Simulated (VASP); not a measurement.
# YCrI5 (P4/mmm) in VASP: single point with PBE

Aim: the single point of YCrI5 with PBE.

Program: VASP 6.6.1. These are calculated values, not measurements. Logs are shortened: lines on timing, memory, paths and dates and some standing lists are left out, and cuts for length are marked.

## Step 1: The cell of the first run

Symmetry: P4/mmm, No. 123, tetragonal system. Conventional cell: a = 5.414 Å, b = 5.414 Å, c = 8.652 Å, α = 90.00°, β = 90.00°, γ = 90.00°. Within 5.0 Å of Y (site symmetry 4/mmm) lie 12 I at 3.77 to 3.83 Å and 2 Cr at 4.33 Å. Cr (site symmetry 4/mmm) has 8 I at 3.19 Å within 4.2 Å. Within 4.2 Å of I (site symmetry 2mm) lie 2 Cr at 3.19 Å and 7 I at 3.39 to 3.83 Å and 2 Y at 3.77 Å. I (site symmetry 4/mmm) has 8 I at 3.77 Å and 4 Y at 3.83 Å within 5.0 Å.

## Step 2: Single point, PBE, collinear spin, ferromagnetic start

Contents of INCAR:

```
SYSTEM = YCrI5
  ALGO = Normal
  EDIFF = 1E-6
  ENCUT = 520
  GGA = PE
  ISIF = 2
  ISMEAR = 0
  ISPIN = 2
  LASPH = .TRUE.
  LCHARG = .FALSE.
  LMAXMIX = 4
  LORBIT = 11
  LREAL = .FALSE.
  LWAVE = .FALSE.
  MAGMOM = 0 3 0 0 0 0 0
  NBANDS = 42
  NELM = 150
  PREC = Accurate
  SIGMA = 0.1
```

Contents of KPOINTS:

```
k-points
0
G
  4 4 2
  0 0 0
```

Contents of POSCAR:

```
YCrI5
1.0
    5.4135708400      0.0000000000      0.0000000000
    0.0000000000      5.4135708400      0.0000000000
    0.0000000000      0.0000000000      8.6524831500
Y Cr I
1 1 5
Direct
    0.0000000000      0.0000000000      0.0000000000
    0.0000000000      0.0000000000      0.5000000000
    0.5000000000      0.0000000000      0.6961625800
    0.0000000000      0.5000000000      0.6961625800
    0.5000000000      0.5000000000      0.0000000000
    0.0000000000      0.5000000000      0.3038374200
    0.5000000000      0.0000000000      0.3038374200
```

Potentials or basis: VASP PAW PBE potentials, release 64 (Y_sv, Cr_pv, I).

Run with:

```
> cat potpaw_PBE.64/Y_sv/POTCAR potpaw_PBE.64/Cr_pv/POTCAR potpaw_PBE.64/I/POTCAR > POTCAR
> mpirun -np 1 vasp_std > vasp.out
```

OUTCAR:

```text
SYSTEM = YCrI5
   EDIFF = 1E-6
   ENCUT = 520
   GGA = PE
   ISIF = 2
   ISMEAR = 0
   ISPIN = 2
   LASPH = .TRUE.
   LORBIT = 11
   LREAL = .FALSE.
   NELM = 150
   PREC = Accurate

 ion  position               nearest neighbor table
   1  0.000  0.000  0.000-   3 3.77   4 3.77   6 3.77   7 3.77   4 3.77   6 3.77   3 3.77   7 3.77
                             5 3.83   5 3.83   5 3.83   5 3.83
   2  0.000  0.000  0.500-   3 3.19   4 3.19   6 3.19   7 3.19   4 3.19   6 3.19   3 3.19   7 3.19

   3  0.500  0.000  0.696-   2 3.19   2 3.19   7 3.39   1 3.77   1 3.77
   4  0.000  0.500  0.696-   2 3.19   2 3.19   6 3.39   1 3.77   1 3.77
   5  0.500  0.500  0.000-   1 3.83   1 3.83   1 3.83   1 3.83
   6  0.000  0.500  0.304-   2 3.19   2 3.19   4 3.39   1 3.77   1 3.77
   7  0.500  0.000  0.304-   2 3.19   2 3.19   3 3.39   1 3.77   1 3.77

  LATTYP: Found a simple tetragonal cell.
 ALAT       =     5.4135708400
 C/A-ratio  =     1.5982949897

  Lattice vectors:

 A1 = (   5.4135708400,   0.0000000000,   0.0000000000)
 A2 = (   0.0000000000,   5.4135708400,   0.0000000000)
 A3 = (   0.0000000000,   0.0000000000,   8.6524831500)

Analysis of symmetry for initial positions (statically):
=====================================================================
 Subroutine PRICEL returns:
 Original cell was already a primitive cell.

 Routine SETGRP: Setting up the symmetry group for a
 simple tetragonal supercell.

 Subroutine GETGRP returns: Found 16 space group operations
 (whereof 16 operations were pure point group operations)
 out of a pool of 16 trial point group operations.

The static configuration has the point symmetry D_4h.

Analysis of symmetry for dynamics (positions and initial velocities):
=====================================================================
 Subroutine PRICEL returns:
 Original cell was already a primitive cell.

 Routine SETGRP: Setting up the symmetry group for a
 simple tetragonal supercell.

 Subroutine GETGRP returns: Found 16 space group operations
 (whereof 16 operations were pure point group operations)
 out of a pool of 16 trial point group operations.

The dynamic configuration has the point symmetry D_4h.

Analysis of structural, dynamic, and magnetic symmetry:
=====================================================================
 Subroutine PRICEL returns:
 Original cell was already a primitive cell.

 Routine SETGRP: Setting up the symmetry group for a
 simple tetragonal supercell.

 Subroutine GETGRP returns: Found 16 space group operations
 (whereof 16 operations were pure point group operations)
 out of a pool of 16 trial point group operations.

The overall configuration has the point symmetry D_4h.

 Subroutine INISYM returns: Found 16 space group operations
 (whereof 16 operations are pure point group operations),
 and found     1 'primitive' translations

----------------------------------------------------------------------------------------

                                     Primitive cell

  volume of cell :     253.5762

  direct lattice vectors                    reciprocal lattice vectors
     5.413570840  0.000000000  0.000000000     0.184720960  0.000000000  0.000000000
     0.000000000  5.413570840  0.000000000     0.000000000  0.184720960  0.000000000
     0.000000000  0.000000000  8.652483150     0.000000000  0.000000000  0.115573759

  length of vectors
     5.413570840  5.413570840  8.652483150     0.184720960  0.184720960  0.115573759

  position of ions in fractional coordinates (direct lattice)
     0.000000000  0.000000000  0.000000000
     0.000000000  0.000000000  0.500000000
     0.500000000  0.000000000  0.696162580
     0.000000000  0.500000000  0.696162580
     0.500000000  0.500000000  0.000000000
     0.000000000  0.500000000  0.303837420
     0.500000000  0.000000000  0.303837420

  ion indices of the primitive-cell ions
   primitive index   ion index
[... 46 lines left out ...]
  0.500000  0.250000  0.500000      4.000000
  0.500000  0.500000  0.500000      1.000000
   k-points           NKPTS =     12   k-points in BZ     NKDIM =     12   number of bands    NBANDS=     42
   number of dos      NEDOS =    301   number of ions     NIONS =      7
   total plane-waves  NPLWV = 102400
   dimension x,y,z NGX =    40 NGY =   40 NGZ =   64
   dimension x,y,z NGXF=    80 NGYF=   80 NGZF=  128
   ions per type =               1   1   5
   NGX,Y,Z   is equivalent  to a cutoff of  12.28, 12.28, 12.30 a.u.
   NGXF,Y,Z  is equivalent  to a cutoff of  24.57, 24.57, 24.59 a.u.
 SYSTEM =  YCrI5
   PREC   = accura    normal or accurate (medium, high low for compatibility)
   ISTART =      0    job   : 0-new  1-cont  2-samecut
   ICHARG =      2    charge: 1-file 2-atom 10-const
   ISPIN  =      2    spin polarized calculation?
   LNONCOLLINEAR =      F non collinear calculations
   LSORBIT =      F    spin-orbit coupling
   LASPH  =      T    aspherical Exc in radial PAW
   ENCUT  =  520.0 eV  38.22 Ry    6.18 a.u.  10.07 10.07 16.09*2*pi/ulx,y,z
   NELM   =    150;   NELMIN=  2; NELMDL= -5     # of ELM steps
   EDIFF  = 0.1E-05   stopping-criterion for ELM
   LREAL  =      F    real-space projection
   EDIFFG = 0.1E-04   stopping-criterion for IOM
   NSW    =      0    number of steps for IOM
   IBRION =     -1    ionic relax: 0-MD 1-quasi-New 2-CG
   NFREE  =      0    steps in history (QN), initial steepest desc. (CG)
   ISIF   =      2    stress and relaxation
   ISYM   =      2    0-nonsym 1-usesym 2-fastsym
   POTIM  = 0.5000    time-step for ionic-motion
   TEBEG  =    0.0;   TEEND  =   0.0 temperature during run
   PSTRESS=    0.0 pullay stress
   NELECT =      58.0000    total number of electrons
   NUPDOWN=      -1.0000    fix difference up-down
   EMIN   =  10.00;   EMAX   =-10.00  energy-range for DOS
   EFERMI =   0.00;   METHOD = LEGACY
   ISMEAR =     0;   SIGMA  =   0.10  broadening in eV -4-tet -1-fermi 0-gaus
   EFERMI_NEDOS =   21; number of points for ismear=-14 and -15
   IALGO  =     38    algorithm
   IMIX   =      4    mixing-type and parameters
     AMIX     =   0.40;   BMIX     =  1.00
     AMIX_MAG =   1.60;   BMIX_MAG =  1.00
  volume/ion in A,a.u.               =      36.23       244.46
  Fermi-wavevector in a.u.,A,eV,Ry     =   1.001186  1.891967 13.638113  1.002373
  Thomas-Fermi vector in A             =   2.133591
   LORBIT       =     11    0 simple, 1 ext, 2 COOP (PROOUT), +10 PAW based schemes
   GGA     = PE    functional components
   LHFCALC =     F    Hartree Fock is set to
   AEXX    =    0.0000 exact exchange contribution
   IVDW    =     0    specifies the selected vdW correction
   LEPSILON=     F    determine dielectric tensor
   LRPA    =     F    only Hartree local field effects (RPA)
 spin polarized calculation
 Gauss-broadening in eV      SIGMA  =   0.10
  energy-cutoff  :      520.00
  volume of cell :      253.58
 maximum number of plane-waves:      6848
   NGX = 21   NGY = 21   NGZ = 33

 number of electron      57.9999983 magnetization       4.2470168

 Free energy of the ion-electron system (eV)
  ---------------------------------------------------
  ext. energy  EPLUGINS =         0.00000000
  ---------------------------------------------------
  free energy    TOTEN  =       -24.34041477 eV

  energy without entropy =      -24.30457679  energy(sigma->0) =      -24.32249578

 E-fermi :   3.9450     XC(G=0):  -8.6763

 val. band max:        3.9160445207   @ k =   0.5000   0.2500   0.5000
 cond. band min:       3.9457732888   @ k =   0.5000   0.0000   0.0000
 fundamental gap:      0.0297287681
 Fermi energy:         3.9450379441

 spin component 1

 k-point     1 :       0.0000    0.0000    0.0000
  band No.  band energies     occupation
      1     -41.3813      1.00000
      2     -39.8748      1.00000
      3     -39.7713      1.00000
      4     -39.7713      1.00000
      5     -21.2212      1.00000
      6     -21.2135      1.00000
[... 517 lines left out ...]
     40       9.4137      0.00000
     41       9.4137      0.00000
 Fermi energy:         3.9450379441

 spin component 2

 k-point     1 :       0.0000    0.0000    0.0000
  band No.  band energies     occupation
      1     -41.3054      1.00000
      2     -35.9327      1.00000
      3     -35.7474      1.00000
      4     -35.7474      1.00000
      5     -21.1315      1.00000
      6     -21.1315      1.00000
[... 517 lines left out ...]
     40       9.9115      0.00000
     41       9.9115      0.00000
 [bands above 41 left out]

------------------------ aborting loop because EDIFF is reached ----------------------------------------

  FORCE on cell =-STRESS in cart. coord.  units (eV):
  Direction    XX          YY          ZZ          XY          YZ          ZX
  --------------------------------------------------------------------------------------
  -------------------------------------------------------------------------------------
  Total       -5.0321279     -5.0321279      0.2284774      0.0000000      0.0000000      0.0000000
  in kB      -31.7946351    -31.7946351      1.4435954      0.0000000      0.0000000      0.0000000
  external PRESSURE =     -20.7152250 kB  Pullay stress =       0.0000000 kB

 VOLUME and BASIS-vectors are now :
 -----------------------------------------------------------------------------
  energy-cutoff  :      520.00
  volume of cell :      253.58
      direct lattice vectors                 reciprocal lattice vectors
     5.413570840  0.000000000  0.000000000     0.184720960  0.000000000  0.000000000
     0.000000000  5.413570840  0.000000000     0.000000000  0.184720960  0.000000000
     0.000000000  0.000000000  8.652483150     0.000000000  0.000000000  0.115573759

 POSITION                                       TOTAL-FORCE (eV/Angst)
 -----------------------------------------------------------------------------------
      0.00000      0.00000      0.00000         0.000000     -0.000000      0.000000
      0.00000      0.00000      4.32624         0.000000     -0.000000      0.000000
      2.70679      0.00000      6.02353        -0.000000     -0.000000      0.609788
      0.00000      2.70679      6.02353        -0.000000      0.000000      0.609788
      2.70679      2.70679      0.00000         0.000000     -0.000000      0.000000
      0.00000      2.70679      2.62895         0.000000      0.000000     -0.609788
      2.70679      0.00000      2.62895         0.000000     -0.000000     -0.609788
 -----------------------------------------------------------------------------------
    total drift:                                0.000000     -0.000000      0.000000

  FREE ENERGIE OF THE ION-ELECTRON SYSTEM (eV)
  ---------------------------------------------------
  free  energy   TOTEN  =       -24.3404147707 eV

  energy  without entropy=      -24.3045767934  energy(sigma->0) =      -24.32249578

 total charge

# of ion       s       p       d       f       tot
--------------------------------------------------
    1        2.104   6.022   0.622   0.011   8.759
    2        0.129   6.062   4.157   0.000  10.348
    3        1.523   2.729   0.019   0.000   4.271
    4        1.523   2.729   0.019   0.000   4.271
    5        1.522   2.736   0.014   0.000   4.272
    6        1.523   2.729   0.019   0.000   4.271
    7        1.523   2.729   0.019   0.000   4.271
--------------------------------------------------
tot          9.849  25.734   4.867   0.011  40.461

 magnetization (x)

# of ion       s       p       d       f       tot
--------------------------------------------------
    1        0.013   0.009   0.120   0.000   0.141
    2        0.039   0.020   3.915   0.000   3.974
    3        0.002  -0.072   0.004   0.000  -0.067
    4        0.002  -0.072   0.004   0.000  -0.067
    5       -0.001  -0.041   0.000   0.000  -0.041
    6        0.002  -0.072   0.004   0.000  -0.067
    7        0.002  -0.072   0.004   0.000  -0.067
--------------------------------------------------
tot          0.060  -0.302   4.050   0.000   3.808
```

Wall time 3.3 min (1 thread of AMD EPYC 9R14 (Zen 4), shared host); peak memory 0.48 GiB.

Results:

* Free energy: -24.3404 eV
* Pressure: -2.1 GPa
* Largest force: 0.610 eV/Å
* Net moment: 4.25 μB per cell
* Site moments: Y +0.14; Cr +3.97; I -0.07, -0.04 μB
* Valence electrons inside the program's atomic spheres: Y 8.76; Cr 10.35; I 4.27

Forces on the atoms (eV/Å):
```
Y    0.000  0.000  0.000
Cr   0.000  0.000  0.000
I    0.000  0.000  0.610
I    0.000  0.000  0.610
I    0.000  0.000  0.000
I    0.000  0.000 -0.610
I    0.000  0.000 -0.610
```

Stress tensor (GPa, compression positive):
```
-3.18  0.00  0.00
 0.00 -3.18  0.00
 0.00  0.00  0.14
```

Caveat: the k points lie up to 0.36 Å⁻¹ apart; spin-orbit coupling is left out, which moves the levels of the heavy elements; semilocal functionals often make such compounds metallic where correlation or magnetic order opens a gap, which also shifts bond lengths.
